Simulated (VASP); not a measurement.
# Ru (P6_3/mmc) in VASP: a series of runs, part 2 of 2

VASP 6.6.1. Earlier steps stand in the parts before.

## (3) Single point, PBEsol

Contents of INCAR:

```
PREC     = Accurate       # precision mode
ENCUT    = 520            # plane-wave cutoff, eV
EDIFF    = 1E-6           # SCF threshold, eV
ISMEAR   = -1             # smearing method
SIGMA    = 0.05           # smearing width, eV
LREAL    = False          # projectors in reciprocal space
LASPH    = True           # aspherical terms in the spheres
NELM     = 80             # most SCF steps
ALGO     = Normal         # electronic algorithm
ISIF     = 2              # what is computed and relaxed
LWAVE    = False          # write WAVECAR
LCHARG   = True           # write CHGCAR
GGA      = PS             # functional
LELF     = True           # ELF
LVHAR    = True         
NBANDS   = 21             # bands
```

Contents of KPOINTS:

```
Automatic mesh
0
Gamma
  19 19 10
```

Contents of POSCAR:

```
Ru
1.0
    2.6901084707      0.0000000000      0.0000000000
   -1.3450542353      2.3297022745      0.0000000000
    0.0000000000      0.0000000000      4.2498124699
Ru
2
Direct
    0.3333333333      0.6666666667      0.2500000000
    0.6666666667      0.3333333333      0.7500000000
```

Potentials or basis: VASP PAW PBE potentials, release 64 (Ru_pv).

Command:

```bash
cat potpaw_PBE.64/Ru_pv/POTCAR > POTCAR
mpirun -np 1 vasp_std > vasp.out
```

OUTCAR:

```text
PREC = Accurate
   ENCUT = 520
   EDIFF = 1E-6
   ISMEAR = -1
   LREAL = False
   LASPH = True
   NELM = 80
   ISIF = 2
   GGA = PS

 ion  position               nearest neighbor table
   1  0.333  0.667  0.250-   2 2.63   2 2.63   2 2.63   2 2.63   2 2.63   2 2.63
   2  0.667  0.333  0.750-   1 2.63   1 2.63   1 2.63   1 2.63   1 2.63   1 2.63

  LATTYP: Found a hexagonal cell.
 ALAT       =     2.6901084707
 C/A-ratio  =     1.5797922337

  Lattice vectors:

 A1 = (   2.6901084707,   0.0000000000,   0.0000000000)
 A2 = (  -1.3450542353,   2.3297022745,   0.0000000000)
 A3 = (   0.0000000000,   0.0000000000,   4.2498124699)

Analysis of symmetry for initial positions (statically):
=====================================================================
 Subroutine PRICEL returns:
 Original cell was already a primitive cell.

 Routine SETGRP: Setting up the symmetry group for a
 hexagonal supercell.

 Subroutine GETGRP returns: Found 24 space group operations
 (whereof 12 operations were pure point group operations)
[... 153 lines left out ...]
 NGX is ok and might be reduce to    20
   NGX =  9   NGY =  9   NGZ = 15

 number of electron      27.9999997 magnetization

 Free energy of the ion-electron system (eV)
  ---------------------------------------------------
  ext. energy  EPLUGINS =         0.00000000
  ---------------------------------------------------
  free energy    TOTEN  =       -20.35001535 eV

  energy without entropy =      -20.33780347  energy(sigma->0) =      -20.34390941

 E-fermi :  13.0656     XC(G=0): -14.4012

 val. band max:       13.0556636896   @ k =   0.2632   0.2105   0.2000
 cond. band min:      13.0675243296   @ k =   0.3158  -0.0000   0.2000
 fundamental gap:      0.0118606400
 Fermi energy:        13.0656239515

 k-point     1 :       0.0000    0.0000    0.0000
  band No.  band energies     occupation
      1     -30.6284      2.00000
      2     -29.6280      2.00000
      3     -29.6280      2.00000
      4     -29.4449      2.00000
      5     -29.4449      2.00000
      6     -29.3987      2.00000
[... 565 lines left out ...]
     20      23.3046      0.00000
     21      23.9281      0.00000

 [... further k-points ...]
[... 5 lines left out ...]
  --------------------------------------------------------------------------------------
  -------------------------------------------------------------------------------------
  Total        0.0052925      0.0052925      0.0041019      0.0000000      0.0000000     -0.0000000
  in kB        0.3183723      0.3183723      0.2467473      0.0000000      0.0000000     -0.0000000
  external PRESSURE =       0.2944973 kB  Pullay stress =       0.0000000 kB

 VOLUME and BASIS-vectors are now :
 -----------------------------------------------------------------------------
  energy-cutoff  :      520.00
  volume of cell :       26.63
      direct lattice vectors                 reciprocal lattice vectors
     2.690108471  0.000000000  0.000000000     0.371732222  0.214619699  0.000000000
    -1.345054235  2.329702274  0.000000000     0.000000000  0.429239397  0.000000000
     0.000000000  0.000000000  4.249812470     0.000000000  0.000000000  0.235304500

 POSITION                                       TOTAL-FORCE (eV/Angst)
 -----------------------------------------------------------------------------------
     -0.00000      1.55313      1.06245         0.000000      0.000000      0.000000
      1.34505      0.77657      3.18736        -0.000000     -0.000000      0.000000
 -----------------------------------------------------------------------------------
    total drift:                               -0.000000      0.000000     -0.000000

  FREE ENERGIE OF THE ION-ELECTRON SYSTEM (eV)
  ---------------------------------------------------
  free  energy   TOTEN  =       -20.3500153523 eV

  energy  without entropy=      -20.3378034740  energy(sigma->0) =      -20.34390941
```

OSZICAR:

```text
N       E                     dE             d eps       ncg     rms          rms(c)
DAV:   1     0.285736274333E+03    0.28574E+03   -0.17506E+04 10096   0.149E+03
DAV:   2    -0.160287390938E+02   -0.30177E+03   -0.29275E+03 10315   0.446E+02
DAV:   3    -0.218993449585E+02   -0.58706E+01   -0.58369E+01 11870   0.696E+01
DAV:   4    -0.219421392540E+02   -0.42794E-01   -0.42723E-01 12471   0.570E+00
DAV:   5    -0.219427138113E+02   -0.57456E-03   -0.57083E-03 11481   0.592E-01    0.202E+01
DAV:   6    -0.204511658896E+02    0.14915E+01   -0.33099E+00 11855   0.177E+01    0.528E+00
DAV:   7    -0.203612527256E+02    0.89913E-01   -0.65585E-01 11450   0.569E+00    0.912E-01
DAV:   8    -0.203522427889E+02    0.90099E-02   -0.16724E-02 11040   0.120E+00    0.524E-01
DAV:   9    -0.203500021585E+02    0.22406E-02   -0.21759E-03 11510   0.514E-01    0.345E-02
DAV:  10    -0.203500156475E+02   -0.13489E-04   -0.76327E-05 11485   0.908E-02    0.193E-02
DAV:  11    -0.203500153523E+02    0.29523E-06   -0.54555E-06 11355   0.224E-02
   1 F= -.20350015E+02 E0= -.20343909E+02  d E =-.122119E-01
```

It took 36 s on 1 thread of Intel Xeon 6975P-C (Granite Rapids), shared host; peak memory 0.22 GiB.

What came out:

```
Free energy            : -20.3500 eV
Pressure               : 0.0 GPa
Band gap on the k mesh : zero (bands 14 and 15 overlap by 3.21 eV)
```

Caveat: the PAW data sets were made with another functional, which shifts forces and pressure a little.

## (4) Single point, PBEsol

Contents of INCAR:

```
  PREC = Accurate
  ENCUT = 520
  EDIFF = 1E-6
  ISMEAR = -1
  SIGMA = 0.05
  LREAL = False
  LASPH = True
  NELM = 60
  ALGO = Normal
  ISIF = 2
  LWAVE = False
  LCHARG = False
  GGA = PS
  NBANDS = 21
```

Contents of KPOINTS:

```
regular mesh
0
Gamma
  19 19 10
```

Contents of POSCAR:

```
Ru
1.0
    2.6901084983      0.0000000000      0.0000000000
   -1.3450542492      2.3297022985      0.0000000000
    0.0000000000      0.0000000000      4.2498124254
Ru
2
Direct
    0.3333333333      0.6666666667      0.2500000000
    0.6666666667      0.3333333333      0.7500000000
```

Command:

```bash
cat potpaw_PBE.64/Ru_pv/POTCAR > POTCAR
mpirun -np 1 vasp_std > vasp.out
```

Wall time 36 s (1 thread of Intel Xeon 6975P-C (Granite Rapids), shared host); peak memory 0.22 GiB.

The run converged. Its results:

* Free energy: -20.3500 eV
* Pressure: 0.0 GPa
* Band gap on the k mesh: zero (bands 14 and 15 overlap by 3.21 eV)

Levels at points of the mesh, in eV from the Fermi level:
```
           k point  band 10  band 11  band 12  band 13  band 14  band 15  band 16  band 17  band 18  band 19
(0.00, 0.00, 0.00)    -2.70    -2.50    -1.99    -1.99    -1.46    -1.46     1.22     1.22     1.27    10.20
(0.00, 0.00, 0.50)    -2.87    -2.87    -2.87    -2.80    -2.80     0.56     0.56     0.56     0.56    10.24
```

Caveat: the PAW data sets were made with another functional, which shifts forces and pressure a little.

The gap in the log of VASP goes by the Fermi energy; the results here count the filled bands.